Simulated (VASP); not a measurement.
# K (P6/mmm) in VASP: further runs

K is run at these levels: PBEsol; tasks: single point, relaxation of cell and atoms.

Everything below comes from runs of VASP 6.6.1. Logs are shortened: lines on timing, memory, paths and dates and some standing lists are left out, and cuts for length are marked.

## Step 1: The cell of the first run

Symmetry: P6/mmm, No. 191, hexagonal system. Conventional cell: a = 4.581 Å, b = 4.581 Å, c = 4.280 Å, α = 90.00°, β = 90.00°, γ = 120.00°. Within 5.6 Å of K (site symmetry 6/mmm) lie 8 K at 4.28 to 4.58 Å.

This isn't the form of K at room conditions, which is bcc.

## Step 2: Single point, PBEsol

INCAR

```
PREC = Accurate ; ENCUT = 520
EDIFF = 1E-6 ; ISMEAR = 0
SIGMA = 0.1 ; LREAL = False
LASPH = True ; NELM = 80
ALGO = Normal ; ISIF = 2
LWAVE = False ; LCHARG = False
GGA = PS ; NBANDS = 10
```

KPOINTS

```
Automatic mesh
0
Gamma
  6 6 4
```

POSCAR

```
K
1.0
    4.5808185515      0.0000000000      0.0000000000
   -2.2904092758      3.9671052357      0.0000000000
    0.0000000000      0.0000000000      4.2802023341
K
1
Direct
    0.0000000000      0.0000000000      0.0000000000
```

Potentials or basis: VASP PAW PBE potentials, release 64 (K_sv).

Command:

```console
$ cat potpaw_PBE.64/K_sv/POTCAR > POTCAR
$ mpirun -np 1 vasp_std > vasp.out
```

OUTCAR:

```text
PREC = Accurate
   ENCUT = 520
   EDIFF = 1E-6
   ISMEAR = 0
   LREAL = False
   LASPH = True
   NELM = 80
   ISIF = 2
   GGA = PS

 ion  position               nearest neighbor table
   1  0.000  0.000  0.000-

  LATTYP: Found a hexagonal cell.
 ALAT       =     4.5808185515
 C/A-ratio  =     0.9343750000

  Lattice vectors:

 A1 = (   4.5808185515,   0.0000000000,   0.0000000000)
 A2 = (  -2.2904092758,   3.9671052357,   0.0000000000)
 A3 = (   0.0000000000,   0.0000000000,   4.2802023341)

Analysis of symmetry for initial positions (statically):
=====================================================================
 Subroutine PRICEL returns:
 Original cell was already a primitive cell.

 Routine SETGRP: Setting up the symmetry group for a
 hexagonal supercell.

 Subroutine GETGRP returns: Found 24 space group operations
 (whereof 24 operations were pure point group operations)
 out of a pool of 24 trial point group operations.

The static configuration has the point symmetry D_6h.

Analysis of symmetry for dynamics (positions and initial velocities):
=====================================================================
 Subroutine PRICEL returns:
 Original cell was already a primitive cell.

 Routine SETGRP: Setting up the symmetry group for a
 hexagonal supercell.

 Subroutine GETGRP returns: Found 24 space group operations
 (whereof 24 operations were pure point group operations)
 out of a pool of 24 trial point group operations.

The dynamic configuration has the point symmetry D_6h.

 Subroutine INISYM returns: Found 24 space group operations
 (whereof 24 operations are pure point group operations),
 and found     1 'primitive' translations

----------------------------------------------------------------------------------------

                                     Primitive cell

  volume of cell :      77.7824

  direct lattice vectors                    reciprocal lattice vectors
     4.580818552  0.000000000  0.000000000     0.218301596  0.126036485  0.000000000
    -2.290409276  3.967105236  0.000000000     0.000000000  0.252072970  0.000000000
     0.000000000  0.000000000  4.280202334     0.000000000  0.000000000  0.233633815

  length of vectors
     4.580818552  4.580818552  4.280202334     0.252072970  0.252072970  0.233633815

  position of ions in fractional coordinates (direct lattice)
     0.000000000  0.000000000  0.000000000

  ion indices of the primitive-cell ions
   primitive index   ion index
                 1           1

----------------------------------------------------------------------------------------

 KPOINTS: Automatic mesh

Automatic generation of k-mesh.
 Grid dimensions read from file:
 generate k-points for:    6    6    4

 Generating k-lattice:

  Cartesian coordinates                     Fractional coordinates (reciprocal lattice)
     0.036383599  0.021006081  0.000000000     0.166666667  0.000000000  0.000000000
     0.000000000  0.042012162  0.000000000     0.000000000  0.166666667  0.000000000
     0.000000000  0.000000000  0.058408454     0.000000000  0.000000000  0.250000000

  Length of vectors
     0.042012162  0.042012162  0.058408454

  Shift w.r.t. Gamma in fractional coordinates (k-lattice)
     0.000000000  0.000000000  0.000000000

 Subroutine IBZKPT returns following result:
 ===========================================

 Found     21 irreducible k-points:

 Following reciprocal coordinates:
            Coordinates               Weight
  0.000000  0.000000  0.000000      1.000000
  0.166667  0.000000  0.000000      6.000000
  0.333333 -0.000000  0.000000      6.000000
  0.500000 -0.000000  0.000000      3.000000
  0.166667  0.166667  0.000000      6.000000
  0.333333  0.166667  0.000000     12.000000
[... 13 lines left out ...]
  0.333333  0.166667  0.500000     12.000000
  0.333333  0.333333  0.500000      2.000000
   k-points           NKPTS =     21   k-points in BZ     NKDIM =     21   number of bands    NBANDS=     10
   number of dos      NEDOS =    301   number of ions     NIONS =      1
   total plane-waves  NPLWV =  41472
   dimension x,y,z NGX =    36 NGY =   36 NGZ =   32
   dimension x,y,z NGXF=    72 NGYF=   72 NGZF=   64
   ions per type =               1
   NGX,Y,Z   is equivalent  to a cutoff of  13.07, 13.07, 12.43 a.u.
   NGXF,Y,Z  is equivalent  to a cutoff of  26.13, 26.13, 24.86 a.u.
 SYSTEM =  unknown system
   PREC   = accura    normal or accurate (medium, high low for compatibility)
   ISTART =      0    job   : 0-new  1-cont  2-samecut
   ICHARG =      2    charge: 1-file 2-atom 10-const
   ISPIN  =      1    spin polarized calculation?
   LNONCOLLINEAR =      F non collinear calculations
   LSORBIT =      F    spin-orbit coupling
   LASPH  =      T    aspherical Exc in radial PAW
   ENCUT  =  520.0 eV  38.22 Ry    6.18 a.u.   8.52  8.52  7.96*2*pi/ulx,y,z
   NELM   =     80;   NELMIN=  2; NELMDL= -5     # of ELM steps
   EDIFF  = 0.1E-05   stopping-criterion for ELM
   LREAL  =      F    real-space projection
   EDIFFG = 0.1E-04   stopping-criterion for IOM
   NSW    =      0    number of steps for IOM
   IBRION =     -1    ionic relax: 0-MD 1-quasi-New 2-CG
   NFREE  =      0    steps in history (QN), initial steepest desc. (CG)
   ISIF   =      2    stress and relaxation
   ISYM   =      2    0-nonsym 1-usesym 2-fastsym
   POTIM  = 0.5000    time-step for ionic-motion
   TEBEG  =    0.0;   TEEND  =   0.0 temperature during run
   PSTRESS=    0.0 pullay stress
   NELECT =       9.0000    total number of electrons
   NUPDOWN=      -1.0000    fix difference up-down
   EMIN   =  10.00;   EMAX   =-10.00  energy-range for DOS
   EFERMI =   0.00;   METHOD = LEGACY
   ISMEAR =     0;   SIGMA  =   0.10  broadening in eV -4-tet -1-fermi 0-gaus
   EFERMI_NEDOS =   21; number of points for ismear=-14 and -15
   IALGO  =     38    algorithm
   IMIX   =      4    mixing-type and parameters
     AMIX     =   0.40;   BMIX     =  1.00
     AMIX_MAG =   1.60;   BMIX_MAG =  1.00
  volume/ion in A,a.u.               =      77.78       524.90
  Fermi-wavevector in a.u.,A,eV,Ry     =   0.797741  1.507512  8.658623  0.636391
  Thomas-Fermi vector in A             =   1.904517
   LORBIT       =      0    0 simple, 1 ext, 2 COOP (PROOUT), +10 PAW based schemes
   GGA     = PS    functional components
   LHFCALC =     F    Hartree Fock is set to
   AEXX    =    0.0000 exact exchange contribution
   IVDW    =     0    specifies the selected vdW correction
   LEPSILON=     F    determine dielectric tensor
   LRPA    =     F    only Hartree local field effects (RPA)
 non-spin polarized calculation
 Gauss-broadening in eV      SIGMA  =   0.10
  energy-cutoff  :      520.00
  volume of cell :       77.78
 maximum number of plane-waves:      2152
 NGX is ok and might be reduce to    36
   NGX = 17   NGY = 17   NGZ = 15

 number of electron       9.0000000 magnetization

 Free energy of the ion-electron system (eV)
  ---------------------------------------------------
  ext. energy  EPLUGINS =         0.00000000
  ---------------------------------------------------
  free energy    TOTEN  =        -1.07385556 eV

  energy without entropy =       -1.07079582  energy(sigma->0) =       -1.07232569

 E-fermi :  -0.0828     XC(G=0):  -5.5552

 val. band max:       -0.3378462304   @ k =   0.0000   0.0000   0.5000
 cond. band min:      -0.0811046334   @ k =   0.0000   0.0000   0.5000
 fundamental gap:      0.2567415970
 Fermi energy:        -0.0827563925

 k-point     1 :       0.0000    0.0000    0.0000
  band No.  band energies     occupation
      1     -32.3828      2.00000
      2     -15.8894      2.00000
      3     -15.8887      2.00000
      4     -15.8887      2.00000
      5      -2.3526      2.00000
      6       2.7245      0.00000
      7       3.8609      0.00000
      8       3.8609      0.00000
      9       6.0278      0.00000
     10       6.1233      0.00000

 k-point     2 :       0.1667    0.0000    0.0000
  band No.  band energies     occupation
      1     -32.3819      2.00000
      2     -15.9057      2.00000
      3     -15.8927      2.00000
      4     -15.8876      2.00000
      5      -2.0508      2.00000
      6       2.7699      0.00000
      7       3.0528      0.00000
      8       4.0714      0.00000
      9       5.2290      0.00000
     10       5.9548      0.00000

 k-point     3 :       0.3333   -0.0000    0.0000
  band No.  band energies     occupation
      1     -32.3801      2.00000
      2     -15.9394      2.00000
      3     -15.9008      2.00000
      4     -15.8841      2.00000
      5      -1.1919      2.00000
      6       1.5842      0.00000
      7       2.8191      0.00000
      8       4.6209      0.00000
      9       4.7217      0.00000
     10       5.8203      0.00000

 k-point     4 :       0.5000   -0.0000    0.0000
  band No.  band energies     occupation
      1     -32.3791      2.00000
      2     -15.9561      2.00000
      3     -15.9048      2.00000
      4     -15.8823      2.00000
      5       0.0025      0.22814
      6       0.1911      0.00011
      7       2.7134      0.00000
      8       4.5544      0.00000
      9       5.0820      0.00000
     10       5.7659      0.00000

 k-point     5 :       0.1667    0.1667    0.0000
  band No.  band energies     occupation
      1     -32.3805      2.00000
      2     -15.9278      2.00000
      3     -15.9020      2.00000
      4     -15.8850      2.00000
      5      -1.4691      2.00000
      6       2.1763      0.00000
      7       2.6550      0.00000
      8       4.2816      0.00000
      9       4.8672      0.00000
     10       5.7476      0.00000

 k-point     6 :       0.3333    0.1667    0.0000
  band No.  band energies     occupation
      1     -32.3791      2.00000
      2     -15.9475      2.00000
      3     -15.9135      2.00000
      4     -15.8823      2.00000
      5      -0.3924      1.99999
      6       0.9744      0.00000
      7       2.2138      0.00000
      8       4.6852      0.00000
      9       4.7380      0.00000
     10       5.4846      0.00000
[... 144 lines left out ...]
 k-point    18 :       0.5000   -0.0000    0.5000
  band No.  band energies     occupation
      1     -32.3746      2.00000
      2     -15.9684      2.00000
      3     -15.9450      2.00000
      4     -15.8964      2.00000
      5       1.0625      0.00000
      6       1.8719      0.00000
      7       2.1956      0.00000
      8       2.3116      0.00000
      9       3.9204      0.00000
     10       6.0681      0.00000

 k-point    19 :       0.1667    0.1667    0.5000
  band No.  band energies     occupation
      1     -32.3760      2.00000
      2     -15.9725      2.00000
      3     -15.9181      2.00000
      4     -15.8936      2.00000
      5       0.4270      0.00000
      6       0.6092      0.00000
      7       3.2433      0.00000
      8       3.6351      0.00000
      9       3.8483      0.00000
     10       5.1518      0.00000

 k-point    20 :       0.3333    0.1667    0.5000
  band No.  band energies     occupation
      1     -32.3746      2.00000
      2     -15.9684      2.00000
      3     -15.9368      2.00000
      4     -15.9046      2.00000
      5       1.0436      0.00000
      6       1.6470      0.00000
      7       2.5170      0.00000
      8       2.5773      0.00000
      9       3.5399      0.00000
     10       5.5368      0.00000

 k-point    21 :       0.3333    0.3333    0.5000
  band No.  band energies     occupation
      1     -32.3742      2.00000
      2     -15.9670      2.00000
      3     -15.9257      2.00000
      4     -15.9257      2.00000
      5       1.7743      0.00000
      6       1.7743      0.00000
      7       2.3584      0.00000
      8       2.3584      0.00000
      9       3.1841      0.00000
     10       4.5783      0.00000

------------------------ aborting loop because EDIFF is reached ----------------------------------------

  FORCE on cell =-STRESS in cart. coord.  units (eV):
  Direction    XX          YY          ZZ          XY          YZ          ZX
  --------------------------------------------------------------------------------------
  -------------------------------------------------------------------------------------
  Total       -0.0379156     -0.0379156     -0.1798535      0.0000000      0.0000000      0.0000000
  in kB       -0.7809939     -0.7809939     -3.7046593      0.0000000      0.0000000      0.0000000
  external PRESSURE =      -1.7555490 kB  Pullay stress =       0.0000000 kB

 VOLUME and BASIS-vectors are now :
 -----------------------------------------------------------------------------
  energy-cutoff  :      520.00
  volume of cell :       77.78
      direct lattice vectors                 reciprocal lattice vectors
     4.580818552  0.000000000  0.000000000     0.218301596  0.126036485  0.000000000
    -2.290409276  3.967105236  0.000000000     0.000000000  0.252072970  0.000000000
     0.000000000  0.000000000  4.280202334     0.000000000  0.000000000  0.233633815

 POSITION                                       TOTAL-FORCE (eV/Angst)
 -----------------------------------------------------------------------------------
      0.00000      0.00000      0.00000         0.000000      0.000000      0.000000
 -----------------------------------------------------------------------------------
    total drift:                                0.000000     -0.000000     -0.000000

  FREE ENERGIE OF THE ION-ELECTRON SYSTEM (eV)
  ---------------------------------------------------
  free  energy   TOTEN  =        -1.0738555628 eV

  energy  without entropy=       -1.0707958195  energy(sigma->0) =       -1.07232569
```

Wall time 15 s (1 thread of Intel Xeon Platinum 8259CL at 2.50GHz (Skylake/Cascade Lake), shared host); peak memory 0.18 GiB.

Results:

- Free energy: -1.0739 eV
- Pressure: -0.2 GPa
- Band gap on the k mesh: zero (an odd number of electrons rules out a gap without spin polarisation)

Stress tensor (GPa, compression positive):
```
-0.08  0.00  0.00
 0.00 -0.08  0.00
 0.00  0.00 -0.37
```

Levels at points of the mesh, in eV from the Fermi level:
```
           k point  band 1  band 2  band 3  band 4  band 5  band 6  band 7  band 8
(0.00, 0.00, 0.00)  -32.30  -15.81  -15.81  -15.81   -2.27    2.81    3.94    3.94
(0.50, 0.00, 0.00)  -32.30  -15.87  -15.82  -15.80    0.09    0.27    2.80    4.64
(0.00, 0.00, 0.50)  -32.30  -15.90  -15.80  -15.80   -0.26    0.00    4.46    4.46
(0.50, 0.00, 0.50)  -32.29  -15.89  -15.86  -15.81    1.15    1.95    2.28    2.39
```

Caveat: the k points lie up to 0.37 Å⁻¹ apart, too coarse for converged energies and pressures of a metal; the PAW data sets were made with another functional, which shifts forces and pressure a little.

(Part 1 of 2 ends here.)
